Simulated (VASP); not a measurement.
# CdS (Pmn2_1) in VASP: single point with PBE

Aim: the single point of CdS with PBE.

Program: VASP 6.6.1. These are calculated values, not measurements. Logs are shortened: lines on timing, memory, paths and dates and some standing lists are left out, and cuts for length are marked.

## (1) The cell of the first run

The structure is orthorhombic, space group Pmn2_1 (No. 31). The conventional cell has a = 3.783 Å, b = 3.716 Å, c = 5.324 Å, α = 90.00°, β = 90.00°, γ = 90.00°. Cd (site symmetry m) has 5 S at 2.21 to 2.75 Å within 2.9 Å. Within 2.9 Å of S (site symmetry m) lie 5 Cd at 2.21 to 2.75 Å.

## (2) Single point, PBE (strained and its atoms moved)

The input, INCAR:

```
PREC     = Accurate       # precision mode
ENCUT    = 520            # plane-wave cutoff, eV
EDIFF    = 1E-6           # SCF threshold, eV
ISMEAR   = 0              # smearing method
SIGMA    = 0.05           # smearing width, eV
LREAL    = False          # projectors in reciprocal space
LASPH    = True           # aspherical terms in the spheres
NELM     = 100            # most SCF steps
ALGO     = Normal         # electronic algorithm
ISIF     = 2              # what is computed and relaxed
LWAVE    = False          # write WAVECAR
LCHARG   = True           # write CHGCAR
GGA      = PE             # functional
LELF     = True           # ELF
LVHAR    = True         
NBANDS   = 26             # bands
```

The input, KPOINTS:

```
Automatic mesh
0
Gamma
  10 8 10
```

The input, POSCAR:

```
CdS
1.0
    3.7831202631      0.0000000000      0.0000000000
    0.0000000000      5.3238808123      0.0000000000
    0.0000000000      0.0000000000      3.7156337518
Cd S
2 2
Direct
    0.5000000000      0.4567452741      0.2421165153
    0.0000000000     -0.0432547259      0.7578834847
    0.5000000000      0.0432547259      0.2824573399
    0.0000000000      0.5432547259      0.7175426601
```

Potentials or basis: VASP PAW PBE potentials, release 64 (Cd, S).

The run is started by

```console
> cat potpaw_PBE.64/Cd/POTCAR potpaw_PBE.64/S/POTCAR > POTCAR
> mpirun -np 1 vasp_std > vasp.out
```

OUTCAR:

```text
PREC = Accurate
   ENCUT = 520
   EDIFF = 1E-6
   ISMEAR = 0
   LREAL = False
   LASPH = True
   NELM = 100
   ISIF = 2
   GGA = PE

 ion  position               nearest neighbor table
   1  0.500  0.457  0.242-   3 2.21   4 2.63   4 2.63   4 2.75   4 2.75   3 3.13   2 3.73   2 3.73
                             2 3.73   2 3.73
   2  0.000  0.957  0.758-   4 2.21   3 2.63   3 2.63   3 2.75   3 2.75   4 3.13   1 3.73   1 3.73
                             1 3.73   1 3.73
   3  0.500  0.043  0.282-   1 2.21   2 2.63   2 2.63   2 2.75   2 2.75   1 3.13
   4  0.000  0.543  0.718-   2 2.21   1 2.63   1 2.63   1 2.75   1 2.75   2 3.13

  LATTYP: Found a simple orthorhombic cell.
 ALAT       =     3.7156337518
 B/A-ratio  =     1.0181628534
 C/A-ratio  =     1.4328325039

  Lattice vectors:

 A1 = (   0.0000000000,   0.0000000000,   3.7156337518)
 A2 = (   3.7831202631,   0.0000000000,   0.0000000000)
 A3 = (   0.0000000000,   5.3238808123,   0.0000000000)

Analysis of symmetry for initial positions (statically):
=====================================================================
 Subroutine PRICEL returns:
 Original cell was already a primitive cell.

 Routine SETGRP: Setting up the symmetry group for a
 simple orthorhombic supercell.

 Subroutine GETGRP returns: Found  4 space group operations
 (whereof  2 operations were pure point group operations)
 out of a pool of  8 trial point group operations.

The static configuration has the point symmetry C_1h.
 The point group associated with its full space group is C_2v.

Analysis of symmetry for dynamics (positions and initial velocities):
=====================================================================
 Subroutine PRICEL returns:
 Original cell was already a primitive cell.

 Routine SETGRP: Setting up the symmetry group for a
 simple orthorhombic supercell.

 Subroutine GETGRP returns: Found  4 space group operations
 (whereof  2 operations were pure point group operations)
 out of a pool of  8 trial point group operations.

The dynamic configuration has the point symmetry C_1h.
 The point group associated with its full space group is C_2v.

 Subroutine INISYM returns: Found  4 space group operations
 (whereof  2 operations are pure point group operations),
 and found     1 'primitive' translations

----------------------------------------------------------------------------------------

                                     Primitive cell

  volume of cell :      74.8361

  direct lattice vectors                    reciprocal lattice vectors
     3.783120263  0.000000000  0.000000000     0.264332067  0.000000000  0.000000000
     0.000000000  5.323880812  0.000000000     0.000000000  0.187832905  0.000000000
     0.000000000  0.000000000  3.715633752     0.000000000  0.000000000  0.269133092

  length of vectors
     3.783120263  5.323880812  3.715633752     0.264332067  0.187832905  0.269133092

  position of ions in fractional coordinates (direct lattice)
     0.500000000  0.456745274  0.242116515
     0.000000000  0.956745274  0.757883485
     0.500000000  0.043254726  0.282457340
     0.000000000  0.543254726  0.717542660

  ion indices of the primitive-cell ions
   primitive index   ion index
                 1           1
                 2           2
                 3           3
                 4           4

----------------------------------------------------------------------------------------

 KPOINTS: Automatic mesh

Automatic generation of k-mesh.
 Grid dimensions read from file:
 generate k-points for:   10    8   10

 Generating k-lattice:

  Cartesian coordinates                     Fractional coordinates (reciprocal lattice)
     0.026433207  0.000000000  0.000000000     0.100000000  0.000000000  0.000000000
     0.000000000  0.023479113  0.000000000     0.000000000  0.125000000  0.000000000
     0.000000000  0.000000000  0.026913309     0.000000000  0.000000000  0.100000000

  Length of vectors
     0.026433207  0.023479113  0.026913309

  Shift w.r.t. Gamma in fractional coordinates (k-lattice)
     0.000000000  0.000000000  0.000000000

 Subroutine IBZKPT returns following result:
 ===========================================

 Found    180 irreducible k-points:

 Following reciprocal coordinates:
            Coordinates               Weight
  0.000000  0.000000  0.000000      1.000000
  0.100000  0.000000  0.000000      2.000000
  0.200000  0.000000  0.000000      2.000000
  0.300000  0.000000  0.000000      2.000000
  0.400000  0.000000  0.000000      2.000000
  0.500000  0.000000  0.000000      1.000000
[... 16 lines left out ...]
  0.400000  0.375000  0.000000      4.000000
  0.500000  0.375000  0.000000      2.000000
 [... further k-points ...]
   k-points           NKPTS =    180   k-points in BZ     NKDIM =    180   number of bands    NBANDS=     26
   number of dos      NEDOS =    301   number of ions     NIONS =      4
   total plane-waves  NPLWV =  31360
   dimension x,y,z NGX =    28 NGY =   40 NGZ =   28
   dimension x,y,z NGXF=    56 NGYF=   80 NGZF=   56
   ions per type =               2   2
   NGX,Y,Z   is equivalent  to a cutoff of  12.30, 12.49, 12.53 a.u.
   NGXF,Y,Z  is equivalent  to a cutoff of  24.61, 24.98, 25.06 a.u.
 SYSTEM =  unknown system
   PREC   = accura    normal or accurate (medium, high low for compatibility)
   ISTART =      0    job   : 0-new  1-cont  2-samecut
   ICHARG =      2    charge: 1-file 2-atom 10-const
   ISPIN  =      1    spin polarized calculation?
   LNONCOLLINEAR =      F non collinear calculations
   LSORBIT =      F    spin-orbit coupling
   LASPH  =      T    aspherical Exc in radial PAW
   ENCUT  =  520.0 eV  38.22 Ry    6.18 a.u.   7.03  9.90  6.91*2*pi/ulx,y,z
   NELM   =    100;   NELMIN=  2; NELMDL= -5     # of ELM steps
   EDIFF  = 0.1E-05   stopping-criterion for ELM
   LREAL  =      F    real-space projection
   EDIFFG = 0.1E-04   stopping-criterion for IOM
   NSW    =      0    number of steps for IOM
   IBRION =     -1    ionic relax: 0-MD 1-quasi-New 2-CG
   NFREE  =      0    steps in history (QN), initial steepest desc. (CG)
   ISIF   =      2    stress and relaxation
   ISYM   =      2    0-nonsym 1-usesym 2-fastsym
   POTIM  = 0.5000    time-step for ionic-motion
   TEBEG  =    0.0;   TEEND  =   0.0 temperature during run
   PSTRESS=    0.0 pullay stress
   NELECT =      36.0000    total number of electrons
   NUPDOWN=      -1.0000    fix difference up-down
   EMIN   =  10.00;   EMAX   =-10.00  energy-range for DOS
   EFERMI =   0.00;   METHOD = LEGACY
   ISMEAR =     0;   SIGMA  =   0.05  broadening in eV -4-tet -1-fermi 0-gaus
   EFERMI_NEDOS =   21; number of points for ismear=-14 and -15
   IALGO  =     38    algorithm
   IMIX   =      4    mixing-type and parameters
     AMIX     =   0.40;   BMIX     =  1.00
     AMIX_MAG =   1.60;   BMIX_MAG =  1.00
  volume/ion in A,a.u.               =      18.71       126.25
  Fermi-wavevector in a.u.,A,eV,Ry     =   1.282740  2.424027 22.387314  1.645421
  Thomas-Fermi vector in A             =   2.415034
   LORBIT       =      0    0 simple, 1 ext, 2 COOP (PROOUT), +10 PAW based schemes
   GGA     = PE    functional components
   LHFCALC =     F    Hartree Fock is set to
   AEXX    =    0.0000 exact exchange contribution
   IVDW    =     0    specifies the selected vdW correction
   LEPSILON=     F    determine dielectric tensor
   LRPA    =     F    only Hartree local field effects (RPA)
 non-spin polarized calculation
 Gauss-broadening in eV      SIGMA  =   0.05
  energy-cutoff  :      520.00
  volume of cell :       74.84
 maximum number of plane-waves:      2040
   NGX = 15   NGY = 19   NGZ = 13

 number of electron      35.9999979 magnetization

 Free energy of the ion-electron system (eV)
  ---------------------------------------------------
  ext. energy  EPLUGINS =         0.00000000
  ---------------------------------------------------
  free energy    TOTEN  =       -10.36071364 eV

  energy without entropy =      -10.36071364  energy(sigma->0) =      -10.36071364

 E-fermi :   3.9679     XC(G=0): -10.8046

 val. band max:        3.7594647176   @ k =   0.0000   0.0000   0.4000
 cond. band min:       4.3385085164   @ k =   0.5000   0.0000   0.5000
 fundamental gap:      0.5790437987
 Fermi energy:         3.9679126365

 k-point     1 :       0.0000    0.0000    0.0000
  band No.  band energies     occupation
      1      -9.8331      2.00000
      2      -8.8804      2.00000
      3      -4.5946      2.00000
      4      -4.3123      2.00000
      5      -4.3035      2.00000
      6      -4.2445      2.00000
[... 18 lines left out ...]
     25      14.7797      0.00000
     26      15.0232      0.00000

 k-point     2 :       0.1000    0.0000    0.0000
  band No.  band energies     occupation
      1      -9.7750      2.00000
      2      -8.8590      2.00000
      3      -4.5942      2.00000
      4      -4.3078      2.00000
      5      -4.3024      2.00000
      6      -4.2321      2.00000
[... 18 lines left out ...]
     25      14.5616      0.00000
     26      14.8501      0.00000

 k-point     3 :       0.2000    0.0000    0.0000
  band No.  band energies     occupation
      1      -9.6105      2.00000
      2      -8.8075      2.00000
      3      -4.5954      2.00000
      4      -4.3057      2.00000
      5      -4.2929      2.00000
      6      -4.2037      2.00000
[... 18 lines left out ...]
     25      13.6698      0.00000
     26      14.0178      0.00000

 k-point     4 :       0.3000    0.0000    0.0000
  band No.  band energies     occupation
      1      -9.3704      2.00000
      2      -8.7623      2.00000
      3      -4.5918      2.00000
      4      -4.3326      2.00000
      5      -4.2725      2.00000
      6      -4.1856      2.00000
[... 18 lines left out ...]
     25      12.8268      0.00000
     26      12.9051      0.00000
[... 496 lines left out ...]
      1      -9.0584      2.00000
      2      -8.8067      2.00000
      3      -4.6793      2.00000
      4      -4.4866      2.00000
      5      -4.3606      2.00000
      6      -4.3374      2.00000
[... 18 lines left out ...]
     25      11.6445      0.00000
     26      12.2225      0.00000

 k-point    23 :       0.4000    0.3750    0.0000
  band No.  band energies     occupation
      1      -8.8635      2.00000
      2      -8.7255      2.00000
      3      -4.6280      2.00000
      4      -4.5022      2.00000
      5      -4.4345      2.00000
      6      -4.4110      2.00000
[... 18 lines left out ...]
     25      11.5166      0.00000
     26      12.3421      0.00000

 k-point    24 :       0.5000    0.3750    0.0000
  band No.  band energies     occupation
      1      -8.7388      2.00000
      2      -8.7388      2.00000
      3      -4.5504      2.00000
      4      -4.5504      2.00000
      5      -4.4542      2.00000
      6      -4.4542      2.00000
[... 18 lines left out ...]
     25      11.9528      0.00000
     26      11.9528      0.00000

 [... further k-points ...]
[... 5 lines left out ...]
  --------------------------------------------------------------------------------------
  -------------------------------------------------------------------------------------
  Total        3.8297218     19.4926421      4.2286677      0.0000000      0.0000000      0.0000000
  in kB       81.9910478    417.3206931     90.5321359      0.0000000      0.0000000      0.0000000
  external PRESSURE =     196.6146256 kB  Pullay stress =       0.0000000 kB

 VOLUME and BASIS-vectors are now :
 -----------------------------------------------------------------------------
  energy-cutoff  :      520.00
  volume of cell :       74.84
      direct lattice vectors                 reciprocal lattice vectors
     3.783120263  0.000000000  0.000000000     0.264332067  0.000000000  0.000000000
     0.000000000  5.323880812  0.000000000     0.000000000  0.187832905  0.000000000
     0.000000000  0.000000000  3.715633752     0.000000000  0.000000000  0.269133092

 POSITION                                       TOTAL-FORCE (eV/Angst)
 -----------------------------------------------------------------------------------
      1.89156      2.43166      0.89962         0.000000      3.473023     -0.526981
      0.00000      5.09360      2.81602         0.000000      3.473023      0.526981
      1.89156      0.23028      1.04951         0.000000     -3.473023     -0.307499
      0.00000      2.89222      2.66613         0.000000     -3.473023      0.307499
 -----------------------------------------------------------------------------------
    total drift:                                0.000000      0.000421     -0.000001

  FREE ENERGIE OF THE ION-ELECTRON SYSTEM (eV)
  ---------------------------------------------------
  free  energy   TOTEN  =       -10.3607136411 eV

  energy  without entropy=      -10.3607136411  energy(sigma->0) =      -10.36071364
```

It took 4.1 min on 1 thread of Intel Xeon Platinum 8488C (Sapphire Rapids), shared host; peak memory 0.39 GiB.

What came out:

```yaml
Free_energy: -10.3607 eV
Pressure: 19.7 GPa
Largest_force: 3.513 eV/Å
Band_gap_on_the_k_mesh: 0.58 eV
```

Forces in eV/Å, atoms in the order of the input:
```
Cd   0.000  3.473 -0.527
Cd   0.000  3.473  0.527
S    0.000 -3.473 -0.307
S    0.000 -3.473  0.307
```

Caveat: the cell differs from its parent crystal (strained and its atoms moved); forces of over 1 eV/Å act on the atoms, so gaps and moduli don't describe the material at rest. A k mesh can miss the band edges.
